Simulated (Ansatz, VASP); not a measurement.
Two plane-wave programs on C

Contents of INCAR:

```
ALGO     = Normal         # electronic algorithm
EDIFF    = 1E-6           # SCF threshold, eV
ENCUT    = 520            # plane-wave cutoff, eV
GGA      = CA             # functional
ISIF     = 2              # what is computed and relaxed
ISMEAR   = 0              # smearing method
LASPH    = T              # aspherical terms in the spheres
LCHARG   = F              # write CHGCAR
LREAL    = F              # projectors in reciprocal space
LWAVE    = F              # write WAVECAR
NBANDS   = 21             # bands
NELM     = 100            # most SCF steps
PREC     = Accurate       # precision mode
SIGMA    = 0.05           # smearing width, eV
```

File KPOINTS:

```
k-points
0
Gamma
  12 12 3
```

Contents of POSCAR:

```
C
1.0
    0.0000000000      2.4448680940      0.0000000000
   -2.1172982845      1.2224340470      0.0115975242
   -1.7048259440      1.0186950392      9.9983753332
C
6
Direct
    0.4999997487     -0.1389438814      0.1667332609
    0.8333330820     -0.3611661037      0.8333999276
    0.1666664153      0.2499450074      0.5000665943
    0.5000002513      0.5833605481      0.4999667391
    0.8333335847      0.1944716592      0.1666334057
    0.1666669180     -0.0277505630      0.8333000724
```

Input for Ansatz:

```yaml
crystal:
  lattice:
    - [0.0, 2.444868094, 0.0]
    - [-2.1172982845, 1.222434047, 0.0115975242]
    - [-1.704825944, 1.0186950392, 9.9983753332]
  atoms:
    - { symbol: C, position: [0.4999997487, -0.1389438814, 0.1667332609] }
    - { symbol: C, position: [0.833333082, -0.3611661037, 0.8333999276] }
    - { symbol: C, position: [0.1666664153, 0.2499450074, 0.5000665943] }
    - { symbol: C, position: [0.5000002513, 0.5833605481, 0.4999667391] }
    - { symbol: C, position: [0.8333335847, 0.1944716592, 0.1666334057] }
    - { symbol: C, position: [0.166666918, -0.027750563, 0.8333000724] }
basis:
  ecutwfc: 420
kpoints:
  mp_grid: { grid: [12, 12, 3] }
hamiltonian:
  xc: lda
scf:
  occupations: { method: gaussian, width: 0.05 }
output:
  forces: true
  stress: true
  eigenvalues: true
```

Alike in both runs: task single point; functional LDA; k mesh 12 × 12 × 3; occupations gaussian, width 0.05 eV; no spin polarisation.

|  | VASP | Ansatz |
| --- | --- | --- |
| version | VASP 6.6.1 | Ansatz 0.2.0 |
| potentials or method | VASP PAW LDA potentials, release 64 (C), cutoff 520 eV | scalar-relativistic, plane waves, PAW |
| valence electrons in the cell | 24 | 24 |

```tsv
	VASP	Ansatz	Ansatz less VASP
gap on the k mesh at the Fermi level (eV)	0.47	0.47	-0.001
least direct gap on the mesh (eV)	0.47	0.47	-0.001
pressure (GPa)	0.8	0.0	-0.81
traceless stress, the component that is largest in VASP (GPa)	-1.07	-0.14	+0.932
rms of the force components (eV/Å)	0.008	0.008	-0.0001
```

LDA's correlation is that of Perdew and Zunger in VASP and of Perdew and Wang (1992) in Ansatz. Atom by atom the forces differ by 0.000 eV/Å (rms over components).
